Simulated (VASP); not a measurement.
# TaN (P-6m2) in VASP: settings compared

TaN is run at these levels: LDA, PBEsol; tasks: single point.

All numbers are computed with VASP 6.6.1; they aren't measurements. Logs are shortened: lines on timing, memory, paths and dates and some standing lists are left out, and cuts for length are marked.

## Step 1: The cell of the first run

The structure is hexagonal, space group P-6m2 (No. 187). The conventional cell has a = 2.938 Å, b = 2.938 Å, c = 2.883 Å, α = 90.00°, β = 90.00°, γ = 120.00°. Ta (site symmetry -6m2) has 6 N at 2.23 Å and 2 Ta at 2.88 Å within 2.9 Å. Within 2.9 Å of N (site symmetry -6m2) lie 6 Ta at 2.23 Å and 2 N at 2.88 Å.

## Step 2: Single point, LDA

The input, INCAR:

```
SYSTEM = TaN
ALGO     = Normal         ! electronic algorithm
EDIFF    = 1E-7           ! SCF threshold, eV
ENCUT    = 520            ! plane-wave cutoff, eV
GGA      = CA             ! functional
ISIF     = 2              ! what is computed and relaxed
ISMEAR   = -1             ! smearing method
LASPH    = .True.         ! aspherical terms in the spheres
LCHARG   = .True.         ! write CHGCAR
LELF     = .True.         ! ELF
LREAL    = .False.        ! projectors in reciprocal space
LVHAR    = .True.       
LWAVE    = .False.        ! write WAVECAR
NBANDS   = 15             ! bands
NELM     = 80             ! most SCF steps
PREC     = Accurate       ! precision mode
SIGMA    = 0.05           ! smearing width, eV
```

The input, KPOINTS:

```
k-points
0
Gamma
  10 10 9
  0 0 0
```

The input, POSCAR:

```
TaN
1.0
    2.9380000000      0.0000000000      0.0000000000
   -1.4690000000      2.5443826363      0.0000000000
    0.0000000000      0.0000000000      2.8830000000
Ta N
1 1
Direct
    0.0000000000      0.0000000000      0.5000000000
    0.6666666667      0.3333333333      0.0000000000
```

Potentials or basis: VASP PAW LDA potentials, release 64 (Ta_pv, N).

Run with:

```console
cat potpaw_LDA.64/Ta_pv/POTCAR potpaw_LDA.64/N/POTCAR > POTCAR
mpirun -np 1 vasp_std > vasp.out
```

OUTCAR:

```text
SYSTEM = TaN
   EDIFF = 1E-7
   ENCUT = 520
   GGA = CA
   ISIF = 2
   ISMEAR = -1
   LASPH = .True.
   LREAL = .False.
   NELM = 80
   PREC = Accurate

 ion  position               nearest neighbor table
   1  0.000  0.000  0.500-   2 2.23   2 2.23   2 2.23   2 2.23   2 2.23   2 2.23
   2  0.667  0.333  0.000-   1 2.23   1 2.23   1 2.23   1 2.23   1 2.23   1 2.23

  LATTYP: Found a hexagonal cell.
 ALAT       =     2.9380000000
 C/A-ratio  =     0.9812797822

  Lattice vectors:

 A1 = (   2.9380000000,   0.0000000000,   0.0000000000)
 A2 = (  -1.4690000000,   2.5443826363,   0.0000000000)
 A3 = (   0.0000000000,   0.0000000000,   2.8830000000)

Analysis of symmetry for initial positions (statically):
=====================================================================
 Subroutine PRICEL returns:
 Original cell was already a primitive cell.

 Routine SETGRP: Setting up the symmetry group for a
 hexagonal supercell.

 Subroutine GETGRP returns: Found 12 space group operations
 (whereof 12 operations were pure point group operations)
 out of a pool of 24 trial point group operations.

The static configuration has the point symmetry D_3h.

Analysis of symmetry for dynamics (positions and initial velocities):
=====================================================================
 Subroutine PRICEL returns:
 Original cell was already a primitive cell.

 Routine SETGRP: Setting up the symmetry group for a
 hexagonal supercell.

 Subroutine GETGRP returns: Found 12 space group operations
 (whereof 12 operations were pure point group operations)
 out of a pool of 24 trial point group operations.

The dynamic configuration has the point symmetry D_3h.

 Subroutine INISYM returns: Found 12 space group operations
 (whereof 12 operations are pure point group operations),
 and found     1 'primitive' translations

----------------------------------------------------------------------------------------

                                     Primitive cell

  volume of cell :      21.5516

  direct lattice vectors                    reciprocal lattice vectors
     2.938000000  0.000000000  0.000000000     0.340367597  0.196511324  0.000000000
    -1.469000000  2.544382636  0.000000000     0.000000000  0.393022648  0.000000000
     0.000000000  0.000000000  2.883000000     0.000000000  0.000000000  0.346860909

  length of vectors
     2.938000000  2.938000000  2.883000000     0.393022648  0.393022648  0.346860909

  position of ions in fractional coordinates (direct lattice)
     0.000000000  0.000000000  0.500000000
     0.666666667  0.333333333  0.000000000

  ion indices of the primitive-cell ions
   primitive index   ion index
                 1           1
                 2           2

----------------------------------------------------------------------------------------

 KPOINTS: k-points

Automatic generation of k-mesh.
 Grid dimensions read from file:
 generate k-points for:   10   10    9

 Generating k-lattice:

  Cartesian coordinates                     Fractional coordinates (reciprocal lattice)
     0.034036760  0.019651132  0.000000000     0.100000000  0.000000000  0.000000000
     0.000000000  0.039302265  0.000000000     0.000000000  0.100000000  0.000000000
     0.000000000  0.000000000  0.038540101     0.000000000  0.000000000  0.111111111

  Length of vectors
     0.039302265  0.039302265  0.038540101

  Shift w.r.t. Gamma in fractional coordinates (k-lattice)
     0.000000000  0.000000000  0.000000000

 Subroutine IBZKPT returns following result:
 ===========================================

 Found     70 irreducible k-points:

 Following reciprocal coordinates:
            Coordinates               Weight
  0.000000  0.000000  0.000000      1.000000
  0.100000 -0.000000  0.000000      6.000000
  0.200000 -0.000000  0.000000      6.000000
  0.300000  0.000000  0.000000      6.000000
  0.400000 -0.000000  0.000000      6.000000
  0.500000  0.000000  0.000000      3.000000
[... 16 lines left out ...]
  0.300000  0.100000  0.111111     24.000000
  0.400000  0.100000  0.111111     24.000000
 [... further k-points ...]
   k-points           NKPTS =     70   k-points in BZ     NKDIM =     70   number of bands    NBANDS=     15
   number of dos      NEDOS =    301   number of ions     NIONS =      2
   total plane-waves  NPLWV =  13824
   dimension x,y,z NGX =    24 NGY =   24 NGZ =   24
   dimension x,y,z NGXF=    48 NGYF=   48 NGZF=   48
   ions per type =               1   1
   NGX,Y,Z   is equivalent  to a cutoff of  13.58, 13.58, 13.84 a.u.
   NGXF,Y,Z  is equivalent  to a cutoff of  27.16, 27.16, 27.68 a.u.
 SYSTEM =  TaN
   PREC   = accura    normal or accurate (medium, high low for compatibility)
   ISTART =      0    job   : 0-new  1-cont  2-samecut
   ICHARG =      2    charge: 1-file 2-atom 10-const
   ISPIN  =      1    spin polarized calculation?
   LNONCOLLINEAR =      F non collinear calculations
   LSORBIT =      F    spin-orbit coupling
   LASPH  =      T    aspherical Exc in radial PAW
   ENCUT  =  520.0 eV  38.22 Ry    6.18 a.u.   5.46  5.46  5.36*2*pi/ulx,y,z
   NELM   =     80;   NELMIN=  2; NELMDL= -5     # of ELM steps
   EDIFF  = 0.1E-06   stopping-criterion for ELM
   LREAL  =      F    real-space projection
   EDIFFG = 0.1E-05   stopping-criterion for IOM
   NSW    =      0    number of steps for IOM
   IBRION =     -1    ionic relax: 0-MD 1-quasi-New 2-CG
   NFREE  =      0    steps in history (QN), initial steepest desc. (CG)
   ISIF   =      2    stress and relaxation
   ISYM   =      2    0-nonsym 1-usesym 2-fastsym
   POTIM  = 0.5000    time-step for ionic-motion
   TEBEG  =    0.0;   TEEND  =   0.0 temperature during run
   PSTRESS=    0.0 pullay stress
   NELECT =      16.0000    total number of electrons
   NUPDOWN=      -1.0000    fix difference up-down
   EMIN   =  10.00;   EMAX   =-10.00  energy-range for DOS
   EFERMI =   0.00;   METHOD = LEGACY
   ISMEAR =    -1;   SIGMA  =   0.05  broadening in eV -4-tet -1-fermi 0-gaus
   EFERMI_NEDOS =   21; number of points for ismear=-14 and -15
   IALGO  =     38    algorithm
   IMIX   =      4    mixing-type and parameters
     AMIX     =   0.40;   BMIX     =  1.00
     AMIX_MAG =   1.60;   BMIX_MAG =  1.00
  volume/ion in A,a.u.               =      10.78        72.72
  Fermi-wavevector in a.u.,A,eV,Ry     =   1.482365  2.801264 29.897531  2.197407
  Thomas-Fermi vector in A             =   2.596160
   LORBIT       =      0    0 simple, 1 ext, 2 COOP (PROOUT), +10 PAW based schemes
   GGA     = CA    functional components
   LHFCALC =     F    Hartree Fock is set to
   AEXX    =    0.0000 exact exchange contribution
   IVDW    =     0    specifies the selected vdW correction
   LEPSILON=     F    determine dielectric tensor
   LRPA    =     F    only Hartree local field effects (RPA)
 non-spin polarized calculation
  energy-cutoff  :      520.00
  volume of cell :       21.55
 maximum number of plane-waves:       599
 NGX is ok and might be reduce to    24
   NGX = 11   NGY = 11   NGZ = 11

 number of electron      16.0000001 magnetization

 Free energy of the ion-electron system (eV)
  ---------------------------------------------------
  ext. energy  EPLUGINS =         0.00000000
  ---------------------------------------------------
  free energy    TOTEN  =       -24.70110627 eV

  energy without entropy =      -24.70075882  energy(sigma->0) =      -24.70093255

 E-fermi :   8.1390     XC(G=0): -13.5826

 val. band max:        8.0119141411   @ k =   0.0000   0.0000   0.4444
 cond. band min:       8.2972601788   @ k =   0.0000   0.0000   0.3333
 fundamental gap:      0.2853460377
 Fermi energy:         8.1389545782

 k-point     1 :       0.0000    0.0000    0.0000
  band No.  band energies     occupation
      1     -26.5259      2.00000
      2     -26.2592      2.00000
      3     -26.2592      2.00000
      4      -9.4283      2.00000
      5       3.5641      2.00000
      6       3.5641      2.00000
      7       3.9096      2.00000
      8       5.2345      2.00000
      9      10.4747      0.00000
     10      11.6878      0.00000
     11      11.6878      0.00000
     12      12.0369      0.00000
     13      12.0369      0.00000
     14      20.4896      0.00000
     15      21.2912      0.00000

 k-point     2 :       0.1000   -0.0000    0.0000
  band No.  band energies     occupation
      1     -26.5120      2.00000
      2     -26.3679      2.00000
      3     -26.2824      2.00000
      4      -9.2191      2.00000
      5       2.9808      2.00000
      6       3.7218      2.00000
      7       4.1959      2.00000
      8       4.9380      2.00000
      9      11.1190      0.00000
     10      11.3422      0.00000
     11      11.7211      0.00000
     12      11.9322      0.00000
     13      12.3081      0.00000
     14      20.4913      0.00000
     15      21.2388      0.00000

 k-point     3 :       0.2000   -0.0000    0.0000
  band No.  band energies     occupation
      1     -26.6435      2.00000
      2     -26.4755      2.00000
      3     -26.3427      2.00000
      4      -8.6632      2.00000
      5       1.8696      2.00000
      6       4.1189      2.00000
      7       4.2689      2.00000
      8       4.7748      2.00000
      9      10.4629      0.00000
     10      11.6695      0.00000
     11      11.9029      0.00000
     12      12.7366      0.00000
     13      12.8330      0.00000
     14      20.4959      0.00000
     15      21.2196      0.00000
[... 343 lines left out ...]
 k-point    23 :       0.3000    0.1000    0.1111
  band No.  band energies     occupation
      1     -27.0813      2.00000
      2     -26.5088      2.00000
      3     -26.4920      2.00000
      4      -7.4624      2.00000
      5       0.5698      2.00000
      6       2.8768      2.00000
      7       4.1365      2.00000
      8       5.8638      2.00000
      9      10.0031      0.00000
     10      11.3973      0.00000
     11      12.6642      0.00000
     12      13.6700      0.00000
     13      15.8882      0.00000
     14      20.4962      0.00000
     15      21.2163      0.00000

 k-point    24 :       0.4000    0.1000    0.1111
  band No.  band energies     occupation
      1     -27.2388      2.00000
      2     -26.5448      2.00000
      3     -26.4801      2.00000
      4      -7.0782      2.00000
      5       0.1061      2.00000
      6       2.7359      2.00000
      7       3.9809      2.00000
      8       5.8544      2.00000
      9      10.6592      0.00000
     10      11.6979      0.00000
     11      12.6478      0.00000
     12      13.8794      0.00000
     13      17.1566      0.00000
     14      19.9300      0.00000
     15      20.5358      0.00000

 [... further k-points ...]
[... 5 lines left out ...]
  --------------------------------------------------------------------------------------
  -------------------------------------------------------------------------------------
  Total       -1.2562582     -1.2562582     -1.4450257      0.0000000      0.0000000      0.0000000
  in kB      -93.3922087    -93.3922087   -107.4254751      0.0000000      0.0000000      0.0000000
  external PRESSURE =     -98.0699642 kB  Pullay stress =       0.0000000 kB

 VOLUME and BASIS-vectors are now :
 -----------------------------------------------------------------------------
  energy-cutoff  :      520.00
  volume of cell :       21.55
      direct lattice vectors                 reciprocal lattice vectors
     2.938000000  0.000000000  0.000000000     0.340367597  0.196511324  0.000000000
    -1.469000000  2.544382636  0.000000000     0.000000000  0.393022648  0.000000000
     0.000000000  0.000000000  2.883000000     0.000000000  0.000000000  0.346860909

 POSITION                                       TOTAL-FORCE (eV/Angst)
 -----------------------------------------------------------------------------------
      0.00000      0.00000      1.44150        -0.000000      0.000000      0.000000
      1.46900      0.84813      0.00000         0.000000      0.000000      0.000000
 -----------------------------------------------------------------------------------
    total drift:                               -0.000000      0.000000      0.000000

  FREE ENERGIE OF THE ION-ELECTRON SYSTEM (eV)
  ---------------------------------------------------
  free  energy   TOTEN  =       -24.7011062734 eV

  energy  without entropy=      -24.7007588247  energy(sigma->0) =      -24.70093255
```

Run time: 11 s. Hardware: 1 thread of Intel Xeon Platinum 8488C (Sapphire Rapids), shared host; peak memory 0.14 GiB.

Results:

* Free energy: -24.7011 eV
* Pressure: -9.8 GPa
* Band gap on the k mesh: zero (band 8 reaches 8.30 eV, above the bottom of band 9 at 8.01 eV)

Levels at points of the mesh, in eV from the Fermi level:
| k point | band 5 | band 6 | band 7 | band 8 | band 9 | band 10 | band 11 | band 12 |
| --- | --- | --- | --- | --- | --- | --- | --- | --- |
| (0.00, 0.00, 0.00) | -4.57 | -4.57 | -4.23 | -2.90 | 2.34 | 3.55 | 3.55 | 3.90 |
| (0.50, 0.00, 0.00) | -8.27 | -5.22 | -3.51 | -3.16 | 2.91 | 4.00 | 5.15 | 5.24 |

Caveat: spin-orbit coupling is left out, which moves the levels of the heavy elements.

[end of part 1 of 2]
